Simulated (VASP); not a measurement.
Wanted: the native input for a VASP 6.6.1 run.

```yaml
Task: single point
Functional: PBEsol
Potentials_or_basis: VASP PAW PBE potentials, release 64 (Si)
Cutoff: 520 eV
k_mesh: 10 × 10 × 10
Occupations: gaussian, width 0.15 eV
Spin: no spin polarisation
Dipole_correction: no
Further_INCAR_settings: ALGO = Normal; EDIFF = 1e-06; NBANDS = 26
```

The structure of Si lies in POSCAR:

```
Si
1.0
   -3.2905128524      3.2905128524      3.2121986465
    3.2905128524     -3.2905128524      3.2121986465
    3.2905128524      3.2905128524     -3.2121986465
Si
8
Direct
    0.2047947401      0.2047947401      0.2047947401
    0.5000000000      0.0000000000      0.2952052599
    0.2952052599      0.5000000000      0.0000000000
    0.0000000000      0.2952052599      0.5000000000
    0.7952052599      0.7952052599      0.7952052599
    0.5000000000      0.0000000000      0.7047947401
    0.7047947401      0.5000000000      0.0000000000
    0.0000000000      0.7047947401      0.5000000000
```

The input as run:

INCAR

```
SYSTEM = Si
PREC = Accurate ; ENCUT = 520
EDIFF = 1E-6 ; ISMEAR = 0
SIGMA = 0.15 ; LREAL = .False.
LASPH = .True. ; NELM = 80
ALGO = Normal ; ISIF = 2
LWAVE = .False. ; LCHARG = .True.
GGA = PS ; LELF = .True.
LVHAR = .True. ; NBANDS = 26
```

KPOINTS

```
regular mesh
0
Gamma
  10 10 10
  0 0 0
```

Potentials or basis: VASP PAW PBE potentials, release 64 (Si).

Run with:

```sh
$ cat potpaw_PBE.64/Si/POTCAR > POTCAR
$ mpirun -np 1 vasp_std > vasp.out
```

Results of the run:

```json
{
  "Pressure": "3.8 GPa",
  "Largest force": "0.241 eV/Å",
  "Band gap on the k mesh": "zero (bands 16 and 17 overlap by 0.30 eV)"
}
```

Caveat: the cell stands under pressure; semilocal functionals underestimate gaps, and a narrow one can read as zero; the PAW data sets were made with another functional, which shifts forces and pressure a little.

Wall time 4.4 min on 1 thread of Intel(R) Xeon(R) 6975P-C (Granite Rapids), on a shared host, peak memory 0.54 GiB.
